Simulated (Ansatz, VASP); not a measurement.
# One calculation of Ir, two programs

```
Ir
1.0
     0.00000    1.93461    1.93461
     1.93461    0.00000    1.93461
     1.93461    1.93461    0.00000
Ir
1
Cartesian
  0.0000 0.0000 0.0000
```

Alike in both runs: task relaxation of cell and atoms; functional PBE; k mesh 18 × 18 × 18; occupations gaussian, width 0.1 eV; no spin polarisation.

|  | VASP | Ansatz |
| --- | --- | --- |
| version | VASP 6.6.1 | Ansatz 0.2.0 |
| potentials or method | VASP PAW PBE potentials, release 64 (Ir), cutoff 600 eV | scalar-relativistic, plane waves, PAW |
| valence electrons in the cell | 9 | 17 |

```tsv
	VASP	Ansatz	Ansatz less VASP
gap on the k mesh at the Fermi level, each at its own relaxed structure (eV)	none	none	-
relaxed volume (Å³/atom)	14.52	14.50	-0.024
relaxed cell length with the largest relative difference (Å)	2.738	2.737	-0.0015
```

A gap of «none» marks a metal or a gap that the smearing closes. VASP's potentials hold 9 valence electrons a cell and Ansatz's 17, so a difference there can come from the potentials and not from the codes.

Neither program's run includes spin-orbit coupling.
